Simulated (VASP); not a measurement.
A run of VASP 6.6.1 is set up as follows.

INCAR

```
SYSTEM = AlRu
ALGO = Normal ; EDIFF = 1E-6
ENCUT = 520 ; GGA = PE
ISIF = 2 ; ISMEAR = -1
LASPH = .True. ; LCHARG = .False.
LREAL = .False. ; LWAVE = .False.
NBANDS = 25 ; NELM = 80
PREC = Accurate ; SIGMA = 0.1
```

File KPOINTS:

```
k-points
0
Gamma
  10 10 6
  0 0 0
```

Contents of POSCAR:

```
AlRu
1.0
    2.7642578140      0.0000000000      0.0000000000
   -1.3821289070      2.3939174896      0.0000000000
    0.0000000000      0.0000000000      7.5729007078
Ru Al
2 2
Direct
    0.0000000000      0.0000000000      0.0000000000
    0.0000000000      0.0000000000      0.5000000000
    0.3333333333      0.6666666667      0.2500000000
    0.6666666667      0.3333333333      0.7500000000
```

Potentials or basis: VASP PAW PBE potentials, release 64 (Ru_pv, Al).

Run with:

```bash
$ cat potpaw_PBE.64/Ru_pv/POTCAR potpaw_PBE.64/Al/POTCAR > POTCAR
$ mpirun -np 1 vasp_std > vasp.out
```

Predict the band gap on the k mesh.

zero (bands 17 and 18 overlap by 2.88 eV).

What does it give for the pressure?

30.0 GPa.

Caveat: the cell stands under pressure.
